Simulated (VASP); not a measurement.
# Cu12S in VASP: single point with PBE

Aim: the single point of Cu12S with PBE.

Everything below comes from runs of VASP 6.6.1. Logs are shortened: lines on timing, memory, paths and dates and some standing lists are left out, and cuts for length are marked.

## Step 1: The cell of the first run

The cell holds a slab with vacuum, 13 atoms: a = 5.132 Å, b = 5.132 Å, c = 19.028 Å, α = 90.00°, β = 90.00°, γ = 90.00°.

## Step 2: Single point, PBE

File INCAR:

```
  PREC = Accurate
  ENCUT = 520
  EDIFF = 1E-6
  ISMEAR = 0
  SIGMA = 0.1
  LREAL = F
  LASPH = T
  NELM = 60
  ALGO = Normal
  ISIF = 2
  LWAVE = F
  LCHARG = F
  LDIPOL = T
  IDIPOL = 3
  DIPOL = 0.5 0.5 0.317
  GGA = PE
  NBANDS = 81
```

File KPOINTS:

```
regular mesh
0
Gamma
  5 5 1
```

File POSCAR:

```
Cu12S
1.0
    5.1319544654      0.0000000000      0.0000000000
    0.0000000000      5.1319544654      0.0000000000
    0.0000000000      0.0000000000     19.0279314150
Cu S
12 1
Direct
    0.2500000000      0.2500000000      0.2102172807
    0.2500000000      0.7500000000      0.2102172807
    0.7500000000      0.2500000000      0.2102172807
    0.7500000000      0.7500000000      0.2102172807
    0.0000000000      0.0000000000      0.3029241254
    0.0000000000      0.5000000000      0.3029241254
    0.5000000000      0.0000000000      0.3029241254
    0.5000000000      0.5000000000      0.3029241254
    0.2500000000      0.2500000000      0.3956253179
    0.2500000000      0.7500000000      0.3956253179
    0.7500000000      0.2500000000      0.3956253179
    0.7500000000      0.7500000000      0.3956253179
    0.3333333333      0.4166666667      0.4904342170
```

Potentials or basis: VASP PAW PBE potentials, release 64 (Cu, S).

Run with:

```console
> cat potpaw_PBE.64/Cu/POTCAR potpaw_PBE.64/S/POTCAR > POTCAR
> mpirun -np 1 vasp_std > vasp.out
```

OUTCAR:

```text
PREC = Accurate
   ENCUT = 520
   EDIFF = 1E-6
   ISMEAR = 0
   LREAL = F
   LASPH = T
   NELM = 60
   ISIF = 2
   GGA = PE

 ion  position               nearest neighbor table
   1  0.250  0.250  0.210-   5 2.53   6 2.53   7 2.53   8 2.53   2 2.57   3 2.57   2 2.57   3 2.57

   2  0.250  0.750  0.210-   5 2.53   6 2.53   7 2.53   8 2.53   1 2.57   4 2.57   1 2.57   4 2.57

   3  0.750  0.250  0.210-   5 2.53   6 2.53   7 2.53   8 2.53   1 2.57   4 2.57   4 2.57   1 2.57

   4  0.750  0.750  0.210-   5 2.53   6 2.53   7 2.53   8 2.53   2 2.57   3 2.57   3 2.57   2 2.57

   5  0.000  0.000  0.303-   9 2.53  10 2.53  11 2.53  12 2.53   1 2.53   2 2.53   3 2.53   4 2.53
                             6 2.57   7 2.57   6 2.57   7 2.57
   6  0.000  0.500  0.303-   9 2.53  10 2.53  11 2.53  12 2.53   1 2.53   2 2.53   3 2.53   4 2.53
                             5 2.57   8 2.57   5 2.57   8 2.57
   7  0.500  0.000  0.303-   9 2.53  10 2.53  11 2.53  12 2.53   1 2.53   2 2.53   3 2.53   4 2.53
                             5 2.57   8 2.57   8 2.57   5 2.57
   8  0.500  0.500  0.303-   9 2.53  10 2.53  11 2.53  12 2.53   1 2.53   2 2.53   3 2.53   4 2.53
                             6 2.57   7 2.57   7 2.57   6 2.57
   9  0.250  0.250  0.396-  13 2.04   6 2.53   7 2.53   8 2.53   5 2.53  11 2.57  10 2.57  10 2.57
                            11 2.57
  10  0.250  0.750  0.396-  13 2.52   6 2.53   7 2.53   8 2.53   5 2.53  12 2.57   9 2.57   9 2.57
                            12 2.57
  11  0.750  0.250  0.396-   5 2.53   6 2.53   7 2.53   8 2.53   9 2.57  12 2.57  12 2.57   9 2.57

  12  0.750  0.750  0.396-   5 2.53   6 2.53   7 2.53   8 2.53  10 2.57  11 2.57  11 2.57  10 2.57

  13  0.333  0.417  0.490-   9 2.04  10 2.52

  LATTYP: Found a simple tetragonal cell.
 ALAT       =     5.1319544654
 C/A-ratio  =     3.7077358233

  Lattice vectors:

 A1 = (   5.1319544654,   0.0000000000,   0.0000000000)
 A2 = (   0.0000000000,   5.1319544654,   0.0000000000)
 A3 = (   0.0000000000,   0.0000000000,  19.0279314150)

Analysis of symmetry for initial positions (statically):
=====================================================================
 Subroutine PRICEL returns:
 Original cell was already a primitive cell.

 Routine SETGRP: Setting up the symmetry group for a
 simple tetragonal supercell.

 Subroutine GETGRP returns: Found  1 space group operations
 (whereof  1 operations were pure point group operations)
 out of a pool of 16 trial point group operations.

The static configuration has the point symmetry C_1 .

Analysis of symmetry for dynamics (positions and initial velocities):
=====================================================================
 Subroutine PRICEL returns:
 Original cell was already a primitive cell.

 Routine SETGRP: Setting up the symmetry group for a
 simple tetragonal supercell.

 Subroutine GETGRP returns: Found  1 space group operations
 (whereof  1 operations were pure point group operations)
 out of a pool of 16 trial point group operations.

The dynamic configuration has the point symmetry C_1 .

 Subroutine INISYM returns: Found  1 space group operations
 (whereof  1 operations are pure point group operations),
 and found     1 'primitive' translations

----------------------------------------------------------------------------------------

                                     Primitive cell

  volume of cell :     501.1378

  direct lattice vectors                    reciprocal lattice vectors
     5.131954465  0.000000000  0.000000000     0.194857536  0.000000000  0.000000000
     0.000000000  5.131954465  0.000000000     0.000000000  0.194857536  0.000000000
     0.000000000  0.000000000 19.027931415     0.000000000  0.000000000  0.052554320

  length of vectors
     5.131954465  5.131954465 19.027931415     0.194857536  0.194857536  0.052554320

  position of ions in fractional coordinates (direct lattice)
     0.250000000  0.250000000  0.210217281
     0.250000000  0.750000000  0.210217281
     0.750000000  0.250000000  0.210217281
     0.750000000  0.750000000  0.210217281
     0.000000000  0.000000000  0.302924125
     0.000000000  0.500000000  0.302924125
     0.500000000  0.000000000  0.302924125
     0.500000000  0.500000000  0.302924125
     0.250000000  0.250000000  0.395625318
     0.250000000  0.750000000  0.395625318
     0.750000000  0.250000000  0.395625318
     0.750000000  0.750000000  0.395625318
     0.333333333  0.416666667  0.490434217

  ion indices of the primitive-cell ions
   primitive index   ion index
                 1           1
                 2           2
                 3           3
                 4           4
                 5           5
                 6           6
                 7           7
                 8           8
                 9           9
                10          10
                11          11
                12          12
                13          13

----------------------------------------------------------------------------------------

 KPOINTS: regular mesh

Automatic generation of k-mesh.
 Grid dimensions read from file:
 generate k-points for:    5    5    1

 Generating k-lattice:

  Cartesian coordinates                     Fractional coordinates (reciprocal lattice)
     0.038971507  0.000000000  0.000000000     0.200000000  0.000000000  0.000000000
     0.000000000  0.038971507  0.000000000     0.000000000  0.200000000  0.000000000
     0.000000000  0.000000000  0.052554320     0.000000000  0.000000000  1.000000000

  Length of vectors
     0.038971507  0.038971507  0.052554320

  Shift w.r.t. Gamma in fractional coordinates (k-lattice)
     0.000000000  0.000000000  0.000000000

 Subroutine IBZKPT returns following result:
 ===========================================

 Found     13 irreducible k-points:

 Following reciprocal coordinates:
            Coordinates               Weight
  0.000000  0.000000  0.000000      1.000000
  0.200000  0.000000  0.000000      2.000000
  0.000000  0.200000  0.000000      2.000000
  0.400000  0.000000  0.000000      2.000000
  0.000000  0.400000  0.000000      2.000000
  0.200000  0.200000  0.000000      2.000000
 -0.200000  0.200000  0.000000      2.000000
  0.400000  0.200000  0.000000      2.000000
 -0.200000  0.400000  0.000000      2.000000
 -0.400000  0.200000  0.000000      2.000000
  0.200000  0.400000  0.000000      2.000000
  0.400000  0.400000  0.000000      2.000000
 -0.400000  0.400000  0.000000      2.000000
   k-points           NKPTS =     13   k-points in BZ     NKDIM =     13   number of bands    NBANDS=     81
   number of dos      NEDOS =    301   number of ions     NIONS =     13
   total plane-waves  NPLWV = 230400
   dimension x,y,z NGX =    40 NGY =   40 NGZ =  144
   dimension x,y,z NGXF=    80 NGYF=   80 NGZF=  288
   ions per type =              12   1
   NGX,Y,Z   is equivalent  to a cutoff of  12.96, 12.96, 12.58 a.u.
   NGXF,Y,Z  is equivalent  to a cutoff of  25.92, 25.92, 25.16 a.u.
 SYSTEM =  unknown system
   PREC   = accura    normal or accurate (medium, high low for compatibility)
   ISTART =      0    job   : 0-new  1-cont  2-samecut
   ICHARG =      2    charge: 1-file 2-atom 10-const
   ISPIN  =      1    spin polarized calculation?
   LNONCOLLINEAR =      F non collinear calculations
   LSORBIT =      F    spin-orbit coupling
   LASPH  =      T    aspherical Exc in radial PAW
   ENCUT  =  520.0 eV  38.22 Ry    6.18 a.u.   9.54  9.54 35.38*2*pi/ulx,y,z
   NELM   =     60;   NELMIN=  2; NELMDL= -5     # of ELM steps
   EDIFF  = 0.1E-05   stopping-criterion for ELM
   LREAL  =      F    real-space projection
[... 7 lines left out ...]
   TEBEG  =    0.0;   TEEND  =   0.0 temperature during run
   PSTRESS=    0.0 pullay stress
   NELECT =     138.0000    total number of electrons
   NUPDOWN=      -1.0000    fix difference up-down
   EMIN   =  10.00;   EMAX   =-10.00  energy-range for DOS
   EFERMI =   0.00;   METHOD = LEGACY
   ISMEAR =     0;   SIGMA  =   0.10  broadening in eV -4-tet -1-fermi 0-gaus
   EFERMI_NEDOS =   21; number of points for ismear=-14 and -15
   IALGO  =     38    algorithm
   IMIX   =      4    mixing-type and parameters
     AMIX     =   0.40;   BMIX     =  1.00
     AMIX_MAG =   1.60;   BMIX_MAG =  1.00
  volume/ion in A,a.u.               =      38.55       260.14
  Fermi-wavevector in a.u.,A,eV,Ry     =   1.065080  2.012709 15.434380  1.134395
  Thomas-Fermi vector in A             =   2.200620
   LORBIT       =      0    0 simple, 1 ext, 2 COOP (PROOUT), +10 PAW based schemes
   GGA     = PE    functional components
   LHFCALC =     F    Hartree Fock is set to
   AEXX    =    0.0000 exact exchange contribution
   IVDW    =     0    specifies the selected vdW correction
   LEPSILON=     F    determine dielectric tensor
   LRPA    =     F    only Hartree local field effects (RPA)
 non-spin polarized calculation
 Gauss-broadening in eV      SIGMA  =   0.10
  energy-cutoff  :      520.00
  volume of cell :      501.14
 maximum number of plane-waves:     13595
 NGX is ok and might be reduce to    40
   NGX = 19   NGY = 19   NGZ = 71

 dipolmoment           0.000000      0.000000     -0.196384 electrons x Angstroem

 number of electron     137.9999786 magnetization

 dipolmoment           0.000000      0.000000      0.176490 electrons x Angstroem

 Free energy of the ion-electron system (eV)
  ---------------------------------------------------
  ext. energy  EPLUGINS =         0.00000000
  ---------------------------------------------------
  free energy    TOTEN  =       -44.62057133 eV

  energy without entropy =      -44.56893676  energy(sigma->0) =      -44.59475405

 E-fermi :  -1.0931     XC(G=0):  -4.9820

 val. band max:       -1.1044116985   @ k =   0.2000   0.4000   0.0000
 cond. band min:      -1.0909977942   @ k =  -0.4000   0.4000   0.0000
 fundamental gap:      0.0134139043
 Fermi energy:        -1.0930658521

 k-point     1 :       0.0000    0.0000    0.0000
  band No.  band energies     occupation
      1     -13.2072      2.00000
      2      -9.4364      2.00000
      3      -6.8911      2.00000
      4      -5.9999      2.00000
      5      -5.9901      2.00000
      6      -5.8138      2.00000
[... 73 lines left out ...]
     80       3.3738      0.00000
     81       4.1335      0.00000

 k-point     2 :       0.2000    0.0000    0.0000
  band No.  band energies     occupation
      1     -13.1952      2.00000
      2      -9.2127      2.00000
      3      -6.7177      2.00000
      4      -6.5122      2.00000
      5      -5.8590      2.00000
      6      -5.7270      2.00000
[... 73 lines left out ...]
     80       3.5992      0.00000
     81       3.8143      0.00000
[... 838 lines left out ...]
     80       4.7063      0.00000
     81       4.8893      0.00000

 k-point    13 :      -0.4000    0.4000    0.0000
  band No.  band energies     occupation
      1     -13.1471      2.00000
      2      -7.7301      2.00000
      3      -6.8672      2.00000
      4      -6.8180      2.00000
      5      -6.1609      2.00000
      6      -5.6980      2.00000
[... 73 lines left out ...]
     80       4.6925      0.00000
     81       4.7778      0.00000

------------------------ aborting loop because EDIFF is reached ----------------------------------------

 vacuum level on the upper side and lower side of the slab       (xc-potential included)         0.369        -0.780

  FORCE on cell =-STRESS in cart. coord.  units (eV):
  Direction    XX          YY          ZZ          XY          YZ          ZX
  --------------------------------------------------------------------------------------
  -------------------------------------------------------------------------------------
  Total       -4.1462710     -2.7390726      1.4860986      0.5522666      2.1380350      1.1096936
  in kB      -13.2559573     -8.7570324      4.7511751      1.7656402      6.8354677      3.5477786
  external PRESSURE =      -5.7539382 kB  Pullay stress =       0.0000000 kB

 VOLUME and BASIS-vectors are now :
 -----------------------------------------------------------------------------
  energy-cutoff  :      520.00
  volume of cell :      501.14
      direct lattice vectors                 reciprocal lattice vectors
     5.131954465  0.000000000  0.000000000     0.194857536  0.000000000  0.000000000
     0.000000000  5.131954465  0.000000000     0.000000000  0.194857536  0.000000000
     0.000000000  0.000000000 19.027931415     0.000000000  0.000000000  0.052554320

 POSITION                                       TOTAL-FORCE (eV/Angst)
 -----------------------------------------------------------------------------------
      1.28299      1.28299      4.00000         0.018973      0.025041     -0.006904
      1.28299      3.84897      4.00000         0.007124     -0.027640     -0.027872
      3.84897      1.28299      4.00000        -0.022281     -0.006245     -0.029172
      3.84897      3.84897      4.00000        -0.007071      0.006895     -0.053010
      0.00000      0.00000      5.76402         0.031845      0.005274      0.018369
      0.00000      2.56598      5.76402        -0.068717      0.000142     -0.216549
      2.56598      0.00000      5.76402        -0.024876     -0.023087     -0.138286
      2.56598      2.56598      5.76402         0.080910      0.028918     -0.322854
      1.28299      1.28299      7.52793        -0.442716     -0.894473     -0.668746
      1.28299      3.84897      7.52793         0.073431     -0.326924      0.871011
      3.84897      1.28299      7.52793        -0.204180      0.055762      0.454713
      3.84897      3.84897      7.52793        -0.069864     -0.036272      0.121365
      1.71065      2.13831      9.33195         0.627421      1.192608     -0.002065
 -----------------------------------------------------------------------------------
    total drift:                               -0.000163      0.000002     -0.000860

  FREE ENERGIE OF THE ION-ELECTRON SYSTEM (eV)
  ---------------------------------------------------
  free  energy   TOTEN  =       -44.6205713278 eV

  energy  without entropy=      -44.5689367645  energy(sigma->0) =      -44.59475405

 vacuum level on the upper side and lower side of the slab         4.481         3.302
```

Run time: 30 min. Hardware: 1 thread of Intel Xeon 8259CL, shared host; peak memory 0.73 GiB.

Results:

* Free energy: -44.6206 eV
* Largest force: 1.348 eV/Å
* Band gap on the k mesh: zero (bands 69 and 70 overlap by 0.58 eV)

Forces in eV/Å, atoms in the order of the input:
```
Cu   0.019  0.025 -0.007
Cu   0.007 -0.028 -0.028
Cu  -0.022 -0.006 -0.029
Cu  -0.007  0.007 -0.053
Cu   0.032  0.005  0.018
Cu  -0.069  0.000 -0.217
Cu  -0.025 -0.023 -0.138
Cu   0.081  0.029 -0.323
Cu  -0.443 -0.894 -0.669
Cu   0.073 -0.327  0.871
Cu  -0.204  0.056  0.455
Cu  -0.070 -0.036  0.121
S    0.627  1.193 -0.002
```
